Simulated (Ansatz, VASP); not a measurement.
**One calculation of TaRu2, two programs**

```
Ta Ru
1.0
     0.00000    3.60189    3.60189
     3.60189    0.00000    3.60189
     3.60189    3.60189    0.00000
Ta Ru
2 4
Direct
  0.00000 0.00000 0.00000
  0.25000 0.25000 0.25000
  0.62500 0.62500 0.62500
  0.12500 0.62500 0.62500
  0.62500 0.62500 0.12500
  0.62500 0.12500 0.62500
```

Change from the starting cell: species swapped into the EuAl2 type (Fd-3m, No. 227).

Alike in both runs: functional PBE; k mesh 10 × 10 × 10; occupations gaussian, width 0.1 eV; no spin polarisation.

Ansatz relaxed the structure, and its values are those at the end. VASP's run is a single point on that final structure, the one shown.

|  | VASP | Ansatz |
| --- | --- | --- |
| version | VASP 6.6.1 | Ansatz 0.2.0 |
| potentials or method | VASP PAW PBE potentials, release 64 (Ta_pv, Ru_pv), cutoff 520 eV | scalar-relativistic, plane waves, PAW |
| valence electrons in the cell | 78 | 90 |

|  | VASP | Ansatz | Ansatz less VASP |
| --- | --- | --- | --- |
| gap on the k mesh at the Fermi level (eV) | none | none | - |
| pressure (GPa) | 0.0 | 0.0 | 0.00 |

A gap of «none» marks a metal or a gap that the smearing closes. The functional is the same, so the differences come from potentials, cutoffs and numerics. VASP's potentials hold 78 valence electrons a cell and Ansatz's 90, so a difference there can come from the potentials and not from the codes.

Neither program's run includes spin-orbit coupling.
